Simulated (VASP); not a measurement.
A run of VASP 6.6.1:

Contents of INCAR:

```
SYSTEM = TiAl3
PREC = Accurate ; ENCUT = 520
EDIFF = 1E-6 ; ISMEAR = 0
SIGMA = 0.15 ; LREAL = .False.
LASPH = .True. ; NELM = 60
ALGO = Fast ; ISIF = 2
LWAVE = .False. ; LCHARG = .True.
GGA = PS ; LELF = .True.
LVHAR = .True. ; NBANDS = 18
```

Contents of KPOINTS:

```
regular mesh
0
Gamma
  18 10 10
  0 0 0
```

The input POSCAR:

```
TiAl3
1.0
    2.7813912058      0.0000000000      0.0000000000
    0.0000000000      4.6710700323      0.0000000000
    0.0000000000      0.0000000000      4.8934030395
Ti Al
1 3
Direct
    0.0000000000      0.5000000000      0.1631682049
    0.5000000000      0.5187323246      0.6640465240
    0.5000000000      0.0187323246      0.3331101826
    0.0000000000      0.0187323246      0.8396740885
```

Potentials or basis: VASP PAW PBE potentials, release 64 (Ti_sv, Al).

Run with:

```sh
$ cat potpaw_PBE.64/Ti_sv/POTCAR potpaw_PBE.64/Al/POTCAR > POTCAR
$ mpirun -np 1 vasp_std > vasp.out
```

Hardware: 1 thread of Intel(R) Xeon(R) 6975P-C (Granite Rapids), on a shared host.

Q: Estimate the wall time of this run.

A: It took 6.6 min on 1 thread of Intel(R) Xeon(R) 6975P-C (Granite Rapids), on a shared host, peak memory 0.62 GiB. Counts: scf iterations 27, k points 520.
